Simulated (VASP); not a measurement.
# BN (Cmm2) in VASP: notebook

The runs below take BN through single point, with r2SCAN.

Program: VASP 6.6.1. These are calculated values, not measurements. Logs are shortened: lines on timing, memory, paths and dates and some standing lists are left out, and cuts for length are marked.

**1. The cell of the first run**

It takes space group Cmm2 (No. 35, orthorhombic). Conventional cell: a = 5.105 Å, b = 5.105 Å, c = 3.610 Å, α = 90.00°, β = 90.00°, γ = 90.00°. Within 2.1 Å of B (site symmetry m) lie 4 N at 1.56 to 1.58 Å. B (site symmetry m) has 4 N at 1.54 to 1.56 Å within 2.1 Å. Within 2.1 Å of N (site symmetry mm2) lie 4 B at 1.54 to 1.58 Å. N (site symmetry 2) has 4 B at 1.56 Å within 2.1 Å. N (site symmetry mm2) has 4 B at 1.56 Å within 2.1 Å.

**2. Single point, r2SCAN (atom 5 (N) moved +0.037 Å along Cartesian [0 1 0])**

The input, POSCAR:

```
BN
1.0
    3.6096275117      0.0000000000      0.0000000000
    0.0000000000     -3.6096275117      0.0000000000
    0.0000000000      0.0000000000     -3.6096275117
B N
4 4
Direct
    0.0000000000      0.0000000000      0.0000000000
    0.5000000000      0.5000000000      0.0000000000
    0.5000000000      0.0000000000      0.5000000000
    0.0000000000      0.5000000000      0.5000000000
    0.7500000000      0.7396111164      0.7500000000
    0.2500000000      0.2500000000      0.7500000000
    0.2500000000      0.7500000000      0.2500000000
    0.7500000000      0.2500000000      0.2500000000
```

The input, INCAR.step1:

```
PREC = Accurate
ENCUT = 520
ISMEAR = 0
SIGMA = 0.05
LREAL = F
LASPH = T
NELM = 100
NBANDS = 26
GGA = PE
ALGO = Normal
EDIFF = 1E-4
LWAVE = T
LCHARG = F
```

The input, INCAR.step2:

```
PREC = Accurate
ENCUT = 520
EDIFF = 1E-7
ISMEAR = 0
SIGMA = 0.05
LREAL = F
LASPH = T
NELM = 100
ALGO = Normal
ISIF = 2
LWAVE = F
LCHARG = F
METAGGA = R2SCAN
LMIXTAU = T
NBANDS = 26
ISTART = 1
```

The input, KPOINTS:

```
Automatic mesh
0
Gamma
  6 6 6
```

Potentials or basis: VASP PAW PBE potentials, release 64 (B, N).

On the command line:

```bash
cat potpaw_PBE.64/B/POTCAR potpaw_PBE.64/N/POTCAR > POTCAR
cp INCAR.step1 INCAR
mpirun -np 1 vasp_std > vasp.out
cp INCAR.step2 INCAR
mpirun -np 1 vasp_std > vasp.out
```

OUTCAR:

```text
PREC = Accurate
   ENCUT = 520
   EDIFF = 1E-7
   ISMEAR = 0
   LREAL = F
   LASPH = T
   NELM = 100
   ISIF = 2
   METAGGA = R2SCAN
   ISTART = 1

 ion  position               nearest neighbor table
   1  0.000  0.000  0.000-   6 1.56   7 1.56   8 1.56   5 1.58
   2  0.500  0.500  0.000-   5 1.54   6 1.56   7 1.56   8 1.56
   3  0.500  0.000  0.500-   6 1.56   7 1.56   8 1.56   5 1.58
   4  0.000  0.500  0.500-   5 1.54   6 1.56   7 1.56   8 1.56
   5  0.750  0.740  0.750-   2 1.54   4 1.54   3 1.58   1 1.58
   6  0.250  0.250  0.750-   1 1.56   2 1.56   3 1.56   4 1.56
   7  0.250  0.750  0.250-   1 1.56   2 1.56   3 1.56   4 1.56
   8  0.750  0.250  0.250-   1 1.56   2 1.56   3 1.56   4 1.56

  LATTYP: Found a simple cubic cell.
 ALAT       =     3.6096275117

  Lattice vectors:

 A1 = (   3.6096275117,   0.0000000000,   0.0000000000)
 A2 = (   0.0000000000,  -3.6096275117,   0.0000000000)
 A3 = (   0.0000000000,   0.0000000000,  -3.6096275117)

Analysis of symmetry for initial positions (statically):
=====================================================================
 Subroutine PRICEL returns:
 Original cell was already a primitive cell.

 Routine SETGRP: Setting up the symmetry group for a
 simple cubic supercell.

 Subroutine GETGRP returns: Found  4 space group operations
 (whereof  2 operations were pure point group operations)
 out of a pool of 48 trial point group operations.

The static configuration has the point symmetry C_1h.
 The point group associated with its full space group is C_2v.

Analysis of symmetry for dynamics (positions and initial velocities):
=====================================================================
 Subroutine PRICEL returns:
 Original cell was already a primitive cell.

 Routine SETGRP: Setting up the symmetry group for a
 simple cubic supercell.

 Subroutine GETGRP returns: Found  4 space group operations
 (whereof  2 operations were pure point group operations)
 out of a pool of 48 trial point group operations.

The dynamic configuration has the point symmetry C_1h.
 The point group associated with its full space group is C_2v.

 Subroutine INISYM returns: Found  4 space group operations
 (whereof  2 operations are pure point group operations),
 and found     1 'primitive' translations
[... 107 lines left out ...]
   EDIFF  = 0.1E-06   stopping-criterion for ELM
   LREAL  =      F    real-space projection
   EDIFFG = 0.1E-05   stopping-criterion for IOM
   NSW    =      0    number of steps for IOM
   IBRION =     -1    ionic relax: 0-MD 1-quasi-New 2-CG
   NFREE  =      0    steps in history (QN), initial steepest desc. (CG)
   ISIF   =      2    stress and relaxation
   ISYM   =      2    0-nonsym 1-usesym 2-fastsym
   POTIM  = 0.5000    time-step for ionic-motion
   TEBEG  =    0.0;   TEEND  =   0.0 temperature during run
   PSTRESS=    0.0 pullay stress
   NELECT =      32.0000    total number of electrons
   NUPDOWN=      -1.0000    fix difference up-down
   EMIN   =  10.00;   EMAX   =-10.00  energy-range for DOS
   EFERMI =   0.00;   METHOD = LEGACY
   ISMEAR =     0;   SIGMA  =   0.05  broadening in eV -4-tet -1-fermi 0-gaus
   EFERMI_NEDOS =   21; number of points for ismear=-14 and -15
   IALGO  =     38    algorithm
   IMIX   =      4    mixing-type and parameters
     AMIX     =   0.40;   BMIX     =  1.00
     AMIX_MAG =   1.60;   BMIX_MAG =  1.00
  volume/ion in A,a.u.               =       5.88        39.67
  Fermi-wavevector in a.u.,A,eV,Ry     =   1.439889  2.720996 28.208703  2.073281
  Thomas-Fermi vector in A             =   2.558695
   LORBIT       =      0    0 simple, 1 ext, 2 COOP (PROOUT), +10 PAW based schemes
   METAGGA = R2SCAN    functional components
   LHFCALC =     F    Hartree Fock is set to
   AEXX    =    0.0000 exact exchange contribution
   IVDW    =     0    specifies the selected vdW correction
   LEPSILON=     F    determine dielectric tensor
   LRPA    =     F    only Hartree local field effects (RPA)
 non-spin polarized calculation
 Gauss-broadening in eV      SIGMA  =   0.05
  energy-cutoff  :      520.00
  volume of cell :       47.03
 maximum number of plane-waves:      1328
   NGX = 13   NGY = 13   NGZ = 13

 number of electron      31.9999999 magnetization

 Free energy of the ion-electron system (eV)
  ---------------------------------------------------
  ext. energy  EPLUGINS =         0.00000000
  ---------------------------------------------------
  free energy    TOTEN  =       -76.66034044 eV

  energy without entropy =      -76.66034044  energy(sigma->0) =      -76.66034044

 E-fermi :   7.5839     XC(G=0): -13.6700

 val. band max:        7.3846291105   @ k =   0.0000   0.0000   0.0000
 cond. band min:      12.2740265494   @ k =   0.0000   0.0000   0.0000
 fundamental gap:      4.8893974390
 Fermi energy:         7.5838873576

 k-point     1 :       0.0000    0.0000    0.0000
  band No.  band energies     occupation
      1     -14.0469      2.00000
      2      -8.3075      2.00000
      3      -8.3026      2.00000
      4      -8.3003      2.00000
      5      -2.0882      2.00000
      6      -2.0474      2.00000
[... 685 lines left out ...]
     25      21.0388      0.00000
     26      21.0623      0.00000

 [... further k-points ...]

------------------------ aborting loop because EDIFF is reached ----------------------------------------

  FORCE on cell =-STRESS in cart. coord.  units (eV):
  Direction    XX          YY          ZZ          XY          YZ          ZX
  --------------------------------------------------------------------------------------
  -------------------------------------------------------------------------------------
  Total        0.3876718      0.3504888      0.3876718      0.0000000     -0.0000000      0.0406130
  in kB       13.2064980     11.9398152     13.2064980      0.0000000     -0.0000000      1.3835297
  external PRESSURE =      12.7842704 kB  Pullay stress =       0.0000000 kB

 VOLUME and BASIS-vectors are now :
 -----------------------------------------------------------------------------
  energy-cutoff  :      520.00
  volume of cell :       47.03
      direct lattice vectors                 reciprocal lattice vectors
     3.609627512  0.000000000  0.000000000     0.277036896  0.000000000  0.000000000
     0.000000000 -3.609627512  0.000000000     0.000000000 -0.277036896  0.000000000
     0.000000000  0.000000000 -3.609627512     0.000000000  0.000000000 -0.277036896

 POSITION                                       TOTAL-FORCE (eV/Angst)
 -----------------------------------------------------------------------------------
      0.00000      0.00000      0.00000        -0.053595      0.217962      0.053595
      1.80481     -1.80481      0.00000        -0.074316      0.240400     -0.074316
      1.80481      0.00000     -1.80481         0.053595      0.217962     -0.053595
      0.00000     -1.80481     -1.80481         0.074316      0.240400      0.074316
      2.70722     -2.66972     -2.70722        -0.000000     -1.382266     -0.000000
      0.90241     -0.90241     -2.70722         0.000000      0.279735     -0.000000
      0.90241     -2.70722     -0.90241         0.000000     -0.093928     -0.000000
      2.70722     -0.90241     -0.90241         0.000000      0.279735     -0.000000
 -----------------------------------------------------------------------------------
    total drift:                               -0.000000     -0.000094      0.000000

  FREE ENERGIE OF THE ION-ELECTRON SYSTEM (eV)
  ---------------------------------------------------
  free  energy   TOTEN  =       -76.6603404417 eV

  energy  without entropy=      -76.6603404417  energy(sigma->0) =      -76.66034044
```

It took 1.8 min on 1 thread of AMD EPYC 9R45 (Zen 5), shared host; peak memory 0.16 GiB.

Results:

- Free energy: -76.6603 eV
- Pressure: 1.3 GPa
- Largest force: 1.382 eV/Å
- Band gap on the k mesh: 4.89 eV

Forces in eV/Å, atoms in the order of the input:
```
B   -0.054  0.218  0.054
B   -0.074  0.240 -0.074
B    0.054  0.218 -0.054
B    0.074  0.240  0.074
N    0.000 -1.382  0.000
N    0.000  0.280  0.000
N    0.000 -0.094  0.000
N    0.000  0.280  0.000
```

Caveat: the cell differs from its parent crystal (atom 5 (N) moved +0.037 Å along Cartesian [0 1 0]); the PAW data sets were made with another functional, which shifts forces and pressure a little.

**3. Single point, r2SCAN (atom 5 (N) moved +0.013 Å along Cartesian [0 1 0])**

Changes to POSCAR since step 2:

```diff
@@ -12,3 +12,3 @@
     0.0000000000      0.5000000000      0.5000000000
-    0.7500000000      0.7396111164      0.7500000000
+    0.7500000000      0.7465370388      0.7500000000
     0.2500000000      0.2500000000      0.7500000000
```

The input, INCAR.step1:

```
SYSTEM = BN
ALGO = Normal
EDIFF = 1E-4
ENCUT = 520
GGA = PE
ISMEAR = 0
LASPH = .True.
LCHARG = .False.
LREAL = .False.
LWAVE = .True.
NBANDS = 26
NELM = 80
PREC = Accurate
SIGMA = 0.05
```

The input, INCAR.step2:

```
SYSTEM = BN
ALGO = Normal
EDIFF = 1E-7
ENCUT = 520
ISIF = 2
ISMEAR = 0
ISTART = 1
LASPH = .True.
LCHARG = .False.
LMIXTAU = .True.
LREAL = .False.
LWAVE = .False.
METAGGA = R2SCAN
NBANDS = 26
NELM = 80
PREC = Accurate
SIGMA = 0.05
```

The input, KPOINTS:

```
k-points
0
Gamma
  6 6 6
  0 0 0
```

Potentials or basis: VASP PAW PBE potentials, release 64 (B, N).

On the command line:

```bash
cat potpaw_PBE.64/B/POTCAR potpaw_PBE.64/N/POTCAR > POTCAR
cp INCAR.step1 INCAR
mpirun -np 1 vasp_std > vasp.out
cp INCAR.step2 INCAR
mpirun -np 1 vasp_std > vasp.out
```

Run time: 1.8 min. Hardware: 1 thread of AMD EPYC 9R45 (Zen 5), shared host; peak memory 0.16 GiB.

It converged, with:

```yaml
Free_energy: -76.6834 eV
Pressure: 1.2 GPa
Largest_force: 0.461 eV/Å
Band_gap_on_the_k_mesh: 4.95 eV
```

Forces in eV/Å, atoms in the order of the input:
```
B   -0.020  0.075  0.020
B   -0.022  0.078 -0.022
B    0.020  0.075 -0.020
B    0.022  0.078  0.022
N    0.000 -0.461  0.000
N    0.000  0.093  0.000
N    0.000 -0.031  0.000
N    0.000  0.093  0.000
```

Levels at points of the mesh, in eV from the valence-band top:
```tsv
k point	band 12	band 13	band 14	band 15	band 16	band 17	band 18	band 19	band 20	band 21
(0.00, 0.00, 0.00)	-5.15	-5.12	-0.06	-0.03	0.00	4.95	4.95	4.95	9.49	9.52
(0.50, 0.00, 0.00)	-4.24	-3.17	-3.17	-3.17	-3.17	7.40	7.40	10.32	10.32	12.27
(0.00, 0.50, 0.00)	-4.24	-3.21	-3.18	-3.16	-3.12	7.40	7.41	10.32	10.32	12.28
(0.50, 0.50, 0.00)	-5.84	-2.23	-2.21	-2.21	-2.18	10.39	10.40	10.46	10.47	13.02
(0.50, 0.00, 0.50)	-5.86	-2.25	-2.21	-2.21	-2.16	10.41	10.43	10.44	10.46	13.00
(0.50, 0.50, 0.50)	-2.05	-2.05	-2.05	-2.03	-1.99	10.81	10.81	10.82	10.82	11.38
```

Caveat: the cell differs from its parent crystal (atom 5 (N) moved +0.013 Å along Cartesian [0 1 0]); the PAW data sets were made with another functional, which shifts forces and pressure a little.
